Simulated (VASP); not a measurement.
# Tm2N (P4/mmm) in VASP: relaxation of cell and atoms with PBE

Aim: the relaxation of cell and atoms of Tm2N with PBE.

All numbers are computed with VASP 6.6.1; they aren't measurements. Logs are shortened: lines on timing, memory, paths and dates and some standing lists are left out, and cuts for length are marked.

## 1. The cell of the first run

The structure is tetragonal, space group P4/mmm (No. 123). The conventional cell has a = 3.227 Å, b = 3.227 Å, c = 7.322 Å, α = 90.00°, β = 90.00°, γ = 90.00°. Tm (site symmetry 4/mmm) has 4 N at 2.28 Å within 3.0 Å. Tm (site symmetry 4/mmm) has 10 Tm at 3.23 to 4.56 Å and 8 N at 4.31 Å within 4.6 Å. Within 3.0 Å of N (site symmetry 4/mmm) lie 4 Tm at 2.28 Å.

The cell was generated, and may not be a known phase.

## 2. Relaxation of cell and atoms, PBE

The input, INCAR:

```
ALGO = Normal ; EDIFF = 1E-7
EDIFFG = -0.01 ; ENCUT = 600
GGA = PE ; GGA_COMPAT = F
IBRION = 2 ; ISIF = 3
ISMEAR = 0 ; LASPH = T
LCHARG = F ; LMAXMIX = 6
LREAL = F ; LWAVE = F
NELM = 200 ; NELMIN = 4
NSW = 100 ; PREC = Accurate
SIGMA = 0.1
```

The input, KPOINTS:

```
k-points
0
Gamma
  14 14 6
```

The input, POSCAR:

```
Tm2N
1.0
    3.2269809339      0.0000000000      0.0000000000
    0.0000000000      3.2269809339      0.0000000000
    0.0000000000      0.0000000000      7.3215795939
Tm N
2 1
Direct
    0.0000000000      0.0000000000      0.0000000000
    0.0000000000      0.0000000000      0.5000000000
    0.5000000000      0.5000000000      0.0000000000
```

Potentials or basis: VASP PAW PBE potentials, release 64 (Tm_3, N), 4f in core.

Launch:

```sh
$ cat potpaw_PBE.64/Tm_3/POTCAR potpaw_PBE.64/N/POTCAR > POTCAR
$ mpirun -np 1 vasp_std > vasp.out
```

OUTCAR:

```text
EDIFF = 1E-7
   EDIFFG = -0.01
   ENCUT = 600
   GGA = PE
   IBRION = 2
   ISIF = 3
   ISMEAR = 0
   LASPH = T
   LREAL = F
   NELM = 200
   NELMIN = 4
   NSW = 100
   PREC = Accurate

 ion  position               nearest neighbor table
   1  0.000  0.000  0.000-   3 2.28   3 2.28   3 2.28   3 2.28   2 3.66   2 3.66
   2  0.000  0.000  0.500-   1 3.66   1 3.66
   3  0.500  0.500  0.000-   1 2.28   1 2.28   1 2.28   1 2.28

  LATTYP: Found a simple tetragonal cell.
 ALAT       =     3.2269809339
 C/A-ratio  =     2.2688636047

  Lattice vectors:

 A1 = (   3.2269809339,   0.0000000000,   0.0000000000)
 A2 = (   0.0000000000,   3.2269809339,   0.0000000000)
 A3 = (   0.0000000000,   0.0000000000,   7.3215795939)

Analysis of symmetry for initial positions (statically):
=====================================================================
 Subroutine PRICEL returns:
 Original cell was already a primitive cell.

 Routine SETGRP: Setting up the symmetry group for a
 simple tetragonal supercell.

 Subroutine GETGRP returns: Found 16 space group operations
 (whereof 16 operations were pure point group operations)
 out of a pool of 16 trial point group operations.

The static configuration has the point symmetry D_4h.

Analysis of symmetry for dynamics (positions and initial velocities):
=====================================================================
 Subroutine PRICEL returns:
 Original cell was already a primitive cell.

 Routine SETGRP: Setting up the symmetry group for a
 simple tetragonal supercell.

 Subroutine GETGRP returns: Found 16 space group operations
 (whereof 16 operations were pure point group operations)
 out of a pool of 16 trial point group operations.

The dynamic configuration has the point symmetry D_4h.

 Subroutine INISYM returns: Found 16 space group operations
 (whereof 16 operations are pure point group operations),
 and found     1 'primitive' translations

----------------------------------------------------------------------------------------

                                     Primitive cell

  volume of cell :      76.2426

  direct lattice vectors                    reciprocal lattice vectors
     3.226980934  0.000000000  0.000000000     0.309887173  0.000000000  0.000000000
     0.000000000  3.226980934  0.000000000     0.000000000  0.309887173  0.000000000
     0.000000000  0.000000000  7.321579594     0.000000000  0.000000000  0.136582549

  length of vectors
     3.226980934  3.226980934  7.321579594     0.309887173  0.309887173  0.136582549

  position of ions in fractional coordinates (direct lattice)
[... 106 lines left out ...]
   GGA     = PE    functional components
   LHFCALC =     F    Hartree Fock is set to
   AEXX    =    0.0000 exact exchange contribution
   IVDW    =     0    specifies the selected vdW correction
   LEPSILON=     F    determine dielectric tensor
   LRPA    =     F    only Hartree local field effects (RPA)
 conjugate gradient relaxation of ions
 non-spin polarized calculation
 Gauss-broadening in eV      SIGMA  =   0.10
  energy-cutoff  :      600.00
  volume of cell :       76.24
 maximum number of plane-waves:      2573
 NGX is ok and might be reduce to    28
   NGX = 13   NGY = 13   NGZ = 29

--------------------------------------- Ionic step        1  -------------------------------------------

 number of electron      23.0000001 magnetization

 Free energy of the ion-electron system (eV)
  ---------------------------------------------------
  ext. energy  EPLUGINS =         0.00000000
  ---------------------------------------------------
  free energy    TOTEN  =       -17.83625205 eV

  energy without entropy =      -17.82500546  energy(sigma->0) =      -17.83062876

------------------------ aborting loop because EDIFF is reached ----------------------------------------

  FORCE on cell =-STRESS in cart. coord.  units (eV):
  Direction    XX          YY          ZZ          XY          YZ          ZX
  --------------------------------------------------------------------------------------
  -------------------------------------------------------------------------------------
  Total        0.5694293      0.5694293      0.1663294      0.0000000      0.0000000      0.0000000
  in kB       11.9661055     11.9661055      3.4952801      0.0000000      0.0000000      0.0000000
  external PRESSURE =       9.1424970 kB  Pullay stress =       0.0000000 kB
[... 135 lines left out ...]
--------------------------------------- Ionic step        5  -------------------------------------------

 number of electron      23.0000002 magnetization

 Free energy of the ion-electron system (eV)
  ---------------------------------------------------
  ext. energy  EPLUGINS =         0.00000000
  ---------------------------------------------------
  free energy    TOTEN  =       -17.83910204 eV

  energy without entropy =      -17.82783415  energy(sigma->0) =      -17.83346810

 E-fermi :   1.9836     XC(G=0):  -9.2975

 val. band max:        1.9707596084   @ k =   0.1429   0.0000   0.0000
 cond. band min:       1.9843164230   @ k =   0.2143   0.1429   0.0000
 fundamental gap:      0.0135568147
 Fermi energy:         1.9835617370

 k-point     1 :       0.0000    0.0000    0.0000
  band No.  band energies     occupation
      1     -24.4135      2.00000
      2     -23.9146      2.00000
      3     -23.9146      2.00000
      4     -22.2825      2.00000
      5     -21.5110      2.00000
      6     -21.5110      2.00000
      7     -10.9501      2.00000
      8      -2.3376      2.00000
      9      -0.1867      2.00000
     10       1.2230      2.00000
     11       1.6011      2.00000
     12       2.1343      0.03298
     13       2.1343      0.03298
     14       3.4037      0.00000
[... 401 lines left out ...]
      2     -24.3397      2.00000
      3     -24.0947      2.00000
      4     -22.1974      2.00000
      5     -22.1044      2.00000
      6     -21.7096      2.00000
      7      -9.8418      2.00000
      8      -1.0093      2.00000
      9      -0.1316      2.00000
     10       0.6149      2.00000
     11       0.7376      2.00000
     12       2.4561      0.00000
     13       2.8544      0.00000
     14       3.2787      0.00000
     15       3.6571      0.00000

 [... further k-points ...]

------------------------ aborting loop because EDIFF is reached ----------------------------------------

  FORCE on cell =-STRESS in cart. coord.  units (eV):
  Direction    XX          YY          ZZ          XY          YZ          ZX
  --------------------------------------------------------------------------------------
  -------------------------------------------------------------------------------------
  Total       -0.0054316     -0.0054316      0.0296356      0.0000000      0.0000000      0.0000000
  in kB       -0.1125544     -0.1125544      0.6141170      0.0000000      0.0000000      0.0000000
  external PRESSURE =       0.1296694 kB  Pullay stress =       0.0000000 kB
[... 18 lines left out ...]
  FREE ENERGIE OF THE ION-ELECTRON SYSTEM (eV)
  ---------------------------------------------------
  free  energy   TOTEN  =       -17.8391020400 eV

  energy  without entropy=      -17.8278341525  energy(sigma->0) =      -17.83346810

 reached required accuracy - stopping structural energy minimisation
```

CONTCAR:

```text
Tm2N
   1.00000000000000
     3.2400242810789712    0.0000000000000000   -0.0000000000000000
     0.0000000000000000    3.2400242810789712    0.0000000000000000
     0.0000000000000000    0.0000000000000000    7.3650573762942235
  Tm              N
     2     1
Direct
     0.0000000000000000    0.0000000000000000    0.0000000000000000
     0.0000000000000000    0.0000000000000000    0.5000000000000000
     0.5000000000000000    0.5000000000000000    0.0000000000000000

  0.00000000E+00  0.00000000E+00  0.00000000E+00
  0.00000000E+00  0.00000000E+00  0.00000000E+00
  0.00000000E+00  0.00000000E+00  0.00000000E+00
```

Wall time 5 min (1 thread of Intel Xeon 6975P-C (Granite Rapids), shared host); peak memory 0.36 GiB.

Results:

```yaml
Free_energy: -17.8391 eV
Relaxed_volume: 25.77 Å³/atom
Relaxed_cell: a = 3.240 Å, b = 3.240 Å, c = 7.365 Å, α = 90.00°, β = 90.00°, γ = 90.00°
Space_group_after_relaxing_to_0.1_Å: P4/mmm (No. 123)
Energy_gained_by_relaxing: 0.9 meV/atom
Ionic_steps: 5
Pressure_after_relaxing: 0.0 GPa
Band_gap_on_the_k_mesh: zero (an odd number of electrons rules out a gap without spin polarisation)
```

Step by step:
```tsv
step	energy change (eV)	largest force (eV/Å)	pressure (GPa)	volume (Å³)
1	0.0000	0.0000	0.91	76.24
2	0.0009	0.0000	-0.89	77.85
3	-0.0025	0.0000	0.06	76.98
4	-0.0027	0.0000	0.04	77.11
5	-0.0028	0.0000	0.01	77.32
```

Final structure:
```
Tm N
1.0
     3.24002    0.00000    0.00000
     0.00000    3.24002    0.00000
     0.00000    0.00000    7.36506
Tm N
2 1
Direct
  0.00000 0.00000 0.00000
  0.00000 0.00000 0.50000
  0.50000 0.50000 0.00000
```

Levels at points of the mesh, in eV from the Fermi level:
```tsv
k point	band 8	band 9	band 10	band 11	band 12	band 13	band 14	band 15
(0.00, 0.00, 0.00)	-4.32	-2.17	-0.76	-0.38	0.15	0.15	1.42	2.01
(0.50, 0.00, 0.00)	-4.02	-2.61	-2.32	-1.47	0.41	0.42	0.85	3.03
(0.50, 0.50, 0.00)	-1.36	-0.71	-0.71	-0.58	0.38	0.38	0.91	3.30
(0.00, 0.00, 0.50)	-4.38	-1.52	-1.01	-0.37	0.15	0.15	1.12	1.39
(0.50, 0.00, 0.50)	-3.97	-2.44	-2.32	-1.37	-0.37	1.12	1.36	1.49
(0.50, 0.50, 0.50)	-1.53	-0.77	-0.77	-0.33	0.99	0.99	1.89	1.89
```

Caveat: spin-orbit coupling is left out, which moves the levels of the heavy elements; the 4f electrons are frozen in the core, so they carry no moment and show no levels; the run has no spin polarisation, though such a crystal can be magnetic. With open d or f shells a metallic result of PBE can be an artefact of self-interaction; +U or a hybrid may open a gap.
